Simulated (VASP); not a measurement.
# Al (Fd-3m) in VASP: a series of runs

Al is run at these levels: PBEsol; tasks: relaxation of cell and atoms, single point.

Program: VASP 6.6.1. These are calculated values, not measurements. Logs are shortened: lines on timing, memory, paths and dates and some standing lists are left out, and cuts for length are marked.

**1. The cell of the first run**

The structure is cubic, space group Fd-3m (No. 227). The conventional cell has a = 5.639 Å, b = 5.639 Å, c = 5.639 Å, α = 90.00°, β = 90.00°, γ = 90.00°. Within 3.2 Å of Al (site symmetry -43m) lie 4 Al at 2.44 Å.

**2. Relaxation of cell and atoms, PBEsol**

The input, INCAR:

```
ALGO = Normal ; EDIFF = 1E-7
EDIFFG = -0.01 ; ENCUT = 600
GGA = PS ; IBRION = 2
ISIF = 3 ; ISMEAR = -1
LASPH = True ; LCHARG = False
LREAL = False ; LWAVE = False
NELM = 100 ; NSW = 80
PREC = Accurate ; SIGMA = 0.1
```

The input, KPOINTS:

```
k-points
0
Gamma
  10 10 10
```

The input, POSCAR:

```
Al
1.0
    0.0000000000      2.8194727963      2.8194727963
    2.8194727963      0.0000000000      2.8194727963
    2.8194727963      2.8194727963      0.0000000000
Al
2
Direct
    0.1250000000      0.1250000000      0.1250000000
    0.8750000000      0.8750000000      0.8750000000
```

Potentials or basis: VASP PAW PBE potentials, release 64 (Al).

Launch:

```bash
cat potpaw_PBE.64/Al/POTCAR > POTCAR
mpirun -np 1 vasp_std > vasp.out
```

OUTCAR:

```text
EDIFF = 1E-7
   EDIFFG = -0.01
   ENCUT = 600
   GGA = PS
   IBRION = 2
   ISIF = 3
   ISMEAR = -1
   LASPH = True
   LREAL = False
   NELM = 100
   NSW = 80
   PREC = Accurate

 ion  position               nearest neighbor table
   1  0.125  0.125  0.125-   2 2.44   2 2.44   2 2.44   2 2.44
   2  0.875  0.875  0.875-   1 2.44   1 2.44   1 2.44   1 2.44

  LATTYP: Found a face centered cubic cell.
 ALAT       =     5.6389455926

  Lattice vectors:

 A1 = (   0.0000000000,   2.8194727963,   2.8194727963)
 A2 = (   2.8194727963,   0.0000000000,   2.8194727963)
 A3 = (   2.8194727963,   2.8194727963,   0.0000000000)

Analysis of symmetry for initial positions (statically):
=====================================================================
 Subroutine PRICEL returns:
 Original cell was already a primitive cell.

 Routine SETGRP: Setting up the symmetry group for a
 face centered cubic supercell.

 Subroutine GETGRP returns: Found 48 space group operations
 (whereof 12 operations were pure point group operations)
 out of a pool of 48 trial point group operations.

The static configuration has the point symmetry D_3d.
 The point group associated with its full space group is O_h .

Analysis of symmetry for dynamics (positions and initial velocities):
=====================================================================
 Subroutine PRICEL returns:
 Original cell was already a primitive cell.

 Routine SETGRP: Setting up the symmetry group for a
 face centered cubic supercell.

 Subroutine GETGRP returns: Found 48 space group operations
 (whereof 12 operations were pure point group operations)
 out of a pool of 48 trial point group operations.

The dynamic configuration has the point symmetry D_3d.
 The point group associated with its full space group is O_h .

 Subroutine INISYM returns: Found 48 space group operations
 (whereof 12 operations are pure point group operations),
 and found     1 'primitive' translations

----------------------------------------------------------------------------------------

                                     Primitive cell

  volume of cell :      44.8264

  direct lattice vectors                    reciprocal lattice vectors
     0.000000000  2.819472796  2.819472796    -0.177338118  0.177338118  0.177338118
     2.819472796  0.000000000  2.819472796     0.177338118 -0.177338118  0.177338118
     2.819472796  2.819472796  0.000000000     0.177338118  0.177338118 -0.177338118

  length of vectors
     3.987336667  3.987336667  3.987336667     0.307158631  0.307158631  0.307158631

  position of ions in fractional coordinates (direct lattice)
     0.125000000  0.125000000  0.125000000
     0.875000000  0.875000000  0.875000000

  ion indices of the primitive-cell ions
   primitive index   ion index
                 1           1
                 2           2

----------------------------------------------------------------------------------------

 KPOINTS: k-points

Automatic generation of k-mesh.
 Grid dimensions read from file:
 generate k-points for:   10   10   10

 Generating k-lattice:

  Cartesian coordinates                     Fractional coordinates (reciprocal lattice)
    -0.017733812  0.017733812  0.017733812     0.100000000  0.000000000  0.000000000
     0.017733812 -0.017733812  0.017733812     0.000000000  0.100000000  0.000000000
     0.017733812  0.017733812 -0.017733812     0.000000000  0.000000000  0.100000000

  Length of vectors
     0.030715863  0.030715863  0.030715863

  Shift w.r.t. Gamma in fractional coordinates (k-lattice)
     0.000000000  0.000000000  0.000000000

 Subroutine IBZKPT returns following result:
 ===========================================

 Found     47 irreducible k-points:

 Following reciprocal coordinates:
            Coordinates               Weight
  0.000000  0.000000  0.000000      1.000000
  0.100000  0.000000  0.000000      8.000000
  0.200000  0.000000  0.000000      8.000000
  0.300000  0.000000  0.000000      8.000000
  0.400000  0.000000  0.000000      8.000000
  0.500000  0.000000  0.000000      4.000000
[... 16 lines left out ...]
  0.300000  0.300000  0.000000      6.000000
  0.400000  0.300000  0.000000     24.000000
 [... further k-points ...]
   k-points           NKPTS =     47   k-points in BZ     NKDIM =     47   number of bands    NBANDS=      7
   number of dos      NEDOS =    301   number of ions     NIONS =      2
   total plane-waves  NPLWV =  32768
   dimension x,y,z NGX =    32 NGY =   32 NGZ =   32
   dimension x,y,z NGXF=    64 NGYF=   64 NGZF=   64
   ions per type =               2
   NGX,Y,Z   is equivalent  to a cutoff of  13.34, 13.34, 13.34 a.u.
   NGXF,Y,Z  is equivalent  to a cutoff of  26.68, 26.68, 26.68 a.u.
 SYSTEM =  unknown system
   PREC   = accura    normal or accurate (medium, high low for compatibility)
   ISTART =      0    job   : 0-new  1-cont  2-samecut
   ICHARG =      2    charge: 1-file 2-atom 10-const
   ISPIN  =      1    spin polarized calculation?
   LNONCOLLINEAR =      F non collinear calculations
   LSORBIT =      F    spin-orbit coupling
   LASPH  =      T    aspherical Exc in radial PAW
   ENCUT  =  600.0 eV  44.10 Ry    6.64 a.u.   7.96  7.96  7.96*2*pi/ulx,y,z
   NELM   =    100;   NELMIN=  2; NELMDL= -5     # of ELM steps
   EDIFF  = 0.1E-06   stopping-criterion for ELM
   LREAL  =      F    real-space projection
   EDIFFG = -.1E-01   stopping-criterion for IOM
   NSW    =     80    number of steps for IOM
   IBRION =      2    ionic relax: 0-MD 1-quasi-New 2-CG
   NFREE  =      1    steps in history (QN), initial steepest desc. (CG)
   ISIF   =      3    stress and relaxation
   ISYM   =      2    0-nonsym 1-usesym 2-fastsym
   POTIM  = 0.5000    time-step for ionic-motion
   TEBEG  =    0.0;   TEEND  =   0.0 temperature during run
   PSTRESS=    0.0 pullay stress
   NELECT =       6.0000    total number of electrons
   NUPDOWN=      -1.0000    fix difference up-down
   EMIN   =  10.00;   EMAX   =-10.00  energy-range for DOS
   EFERMI =   0.00;   METHOD = LEGACY
   ISMEAR =    -1;   SIGMA  =   0.10  broadening in eV -4-tet -1-fermi 0-gaus
   EFERMI_NEDOS =   21; number of points for ismear=-14 and -15
   IALGO  =     38    algorithm
   IMIX   =      4    mixing-type and parameters
     AMIX     =   0.40;   BMIX     =  1.00
     AMIX_MAG =   1.60;   BMIX_MAG =  1.00
  volume/ion in A,a.u.               =      22.41       151.25
  Fermi-wavevector in a.u.,A,eV,Ry     =   0.837428  1.582509  9.541565  0.701285
  Thomas-Fermi vector in A             =   1.951316
   LORBIT       =      0    0 simple, 1 ext, 2 COOP (PROOUT), +10 PAW based schemes
   GGA     = PS    functional components
   LHFCALC =     F    Hartree Fock is set to
   AEXX    =    0.0000 exact exchange contribution
   IVDW    =     0    specifies the selected vdW correction
   LEPSILON=     F    determine dielectric tensor
   LRPA    =     F    only Hartree local field effects (RPA)
 conjugate gradient relaxation of ions
 non-spin polarized calculation
  energy-cutoff  :      600.00
  volume of cell :       44.83
 maximum number of plane-waves:      1524
   NGX = 15   NGY = 15   NGZ = 15

--------------------------------------- Ionic step        1  -------------------------------------------

 number of electron       6.0000000 magnetization

 Free energy of the ion-electron system (eV)
  ---------------------------------------------------
  ext. energy  EPLUGINS =         0.00000000
  ---------------------------------------------------
  free energy    TOTEN  =        -6.27110539 eV

  energy without entropy =       -6.23296342  energy(sigma->0) =       -6.25203441

 E-fermi :   4.1887     XC(G=0):  -8.9467

 val. band max:        4.1642841676   @ k =   0.5000   0.3000   0.0000
 cond. band min:       4.2618406870   @ k =  -0.3000   0.3000   0.1000
 fundamental gap:      0.0975565194
 Fermi energy:         4.1886703085

 k-point     1 :       0.0000    0.0000    0.0000
  band No.  band energies     occupation
      1      -4.6066      2.00000
      2       6.7291      0.00000
      3       6.7291      0.00000
      4       6.7291      0.00000
      5       8.5557      0.00000
      6       8.5557      0.00000
      7       8.5557      0.00000

 k-point     2 :       0.1000    0.0000    0.0000
  band No.  band energies     occupation
      1      -4.4761      2.00000
      2       5.6238      0.00000
      3       6.5007      0.00000
      4       6.5007      0.00000
      5       8.8283      0.00000
      6       8.8860      0.00000
      7       8.8860      0.00000
[... 278 lines left out ...]
 POSITION                                       TOTAL-FORCE (eV/Angst)
 -----------------------------------------------------------------------------------
      0.75600      0.75600      0.75600         0.000000     -0.000000      0.000000
      5.29203      5.29203      5.29203        -0.000000      0.000000     -0.000000
 -----------------------------------------------------------------------------------
    total drift:                                0.000000      0.000000     -0.000000

  FREE ENERGIE OF THE ION-ELECTRON SYSTEM (eV)
  ---------------------------------------------------
  free  energy   TOTEN  =        -6.5285001644 eV

  energy  without entropy=       -6.4793943379  energy(sigma->0) =       -6.50394725

--------------------------------------- Ionic step        3  -------------------------------------------

 number of electron       6.0000000 magnetization

 Free energy of the ion-electron system (eV)
  ---------------------------------------------------
  ext. energy  EPLUGINS =         0.00000000
  ---------------------------------------------------
  free energy    TOTEN  =        -6.53269150 eV

  energy without entropy =       -6.48517037  energy(sigma->0) =       -6.50893093

 E-fermi :   2.8989     XC(G=0):  -8.3261

 val. band max:        2.8720050895   @ k =   0.5000   0.3000   0.0000
 cond. band min:       2.9763654199   @ k =   0.2000   0.2000   0.0000
 fundamental gap:      0.1043603304
 Fermi energy:         2.8988610186

 k-point     1 :       0.0000    0.0000    0.0000
  band No.  band energies     occupation
      1      -5.0658      2.00000
      2       5.0599      0.00000
      3       5.0599      0.00000
      4       5.0599      0.00000
      5       6.8843      0.00000
      6       6.8843      0.00000
      7       6.8843      0.00000

 k-point     2 :       0.1000    0.0000    0.0000
  band No.  band energies     occupation
      1      -4.9532      2.00000
      2       4.0623      0.00002
      3       4.8713      0.00000
      4       4.8713      0.00000
      5       6.9857      0.00000
      6       7.1567      0.00000
      7       7.1567      0.00000
[... 242 lines left out ...]
 POSITION                                       TOTAL-FORCE (eV/Angst)
 -----------------------------------------------------------------------------------
      0.74932      0.74932      0.74932        -0.000000     -0.000000     -0.000000
      5.24527      5.24527      5.24527         0.000000      0.000000      0.000000
 -----------------------------------------------------------------------------------
    total drift:                                0.000000      0.000000     -0.000000

  FREE ENERGIE OF THE ION-ELECTRON SYSTEM (eV)
  ---------------------------------------------------
  free  energy   TOTEN  =        -6.5326914957 eV

  energy  without entropy=       -6.4851703652  energy(sigma->0) =       -6.50893093

 reached required accuracy - stopping structural energy minimisation
```

It took 22 s on 1 thread of Intel Xeon Platinum 8488C (Sapphire Rapids), shared host; peak memory 0.17 GiB.

Results:

```yaml
Free_energy: -6.5327 eV
Relaxed_volume: 26.93 Å³/atom
Relaxed_cell: a = 4.239 Å, b = 4.239 Å, c = 4.239 Å, α = 60.00°, β = 60.00°, γ = 60.00°
Space_group_after_relaxing_to_0.05_Å: Fd-3m (No. 227)
Energy_gained_by_relaxing: 130.8 meV/atom
Ionic_steps: 3
Pressure_after_relaxing: 0.1 GPa
Band_gap_on_the_k_mesh: zero (band 3 reaches 5.06 eV, above the bottom of band 4 at 1.53 eV)
```

The path:
```tsv
step	energy change (eV)	largest force (eV/Å)	pressure (GPa)	volume (Å³)
1	0.0000	0.0000	10.75	44.83
2	-0.2574	0.0000	-0.95	55.31
3	-0.2616	0.0000	0.06	53.85
```

Final structure:
```yaml
crystal:
  lattice:
    - [0.00000, 2.99730, 2.99730]
    - [2.99730, 0.00000, 2.99730]
    - [2.99730, 2.99730, 0.00000]
  atoms:
    - { symbol: Al, position: [0.12500, 0.12500, 0.12500] }
    - { symbol: Al, position: [0.87500, 0.87500, 0.87500] }
```

Caveat: the volume moved by over 15 % at a fixed basis, so the end points are rough; the PAW data sets were made with another functional, which shifts forces and pressure a little.

**3. Single point, PBEsol**

This run uses another cell than the first one, of 26.93 Å³/atom, 1.202 times its volume.

The input, INCAR:

```
SYSTEM = Al
PREC = Accurate
ENCUT = 520
EDIFF = 1E-6
ISMEAR = -1
SIGMA = 0.1
LREAL = .False.
LASPH = .True.
NELM = 100
ALGO = Normal
ISIF = 2
LWAVE = .False.
LCHARG = .False.
GGA = PS
NBANDS = 10
```

The input, KPOINTS:

```
regular mesh
0
Gamma
  15 15 15
  0 0 0
```

The input, POSCAR:

```
Al
1.0
    0.0000000000      2.9974046477      2.9974046477
    2.9974046477      0.0000000000      2.9974046477
    2.9974046477      2.9974046477      0.0000000000
Al
2
Direct
    0.1250000000      0.1250000000      0.1250000000
    0.8750000000      0.8750000000      0.8750000000
```

Potentials or basis: VASP PAW PBE potentials, release 64 (Al).

Launch:

```bash
cat potpaw_PBE.64/Al/POTCAR > POTCAR
mpirun -np 1 vasp_std > vasp.out
```

It took 22 s on 1 thread of Intel Xeon Platinum 8488C (Sapphire Rapids), shared host; peak memory 0.19 GiB.

Results (log left out):

- Free energy: -6.5297 eV
- Pressure: 0.1 GPa
- Band gap on the k mesh: zero (band 3 reaches 5.06 eV, above the bottom of band 4 at 1.70 eV)

Levels at points of the mesh, in eV from the Fermi level:
| k point | band 1 | band 2 | band 3 | band 4 | band 5 | band 6 |
| --- | --- | --- | --- | --- | --- | --- |
| (0.00, 0.00, 0.00) | -7.96 | 2.16 | 2.16 | 2.16 | 3.99 | 3.99 |

Caveat: the PAW data sets were made with another functional, which shifts forces and pressure a little.
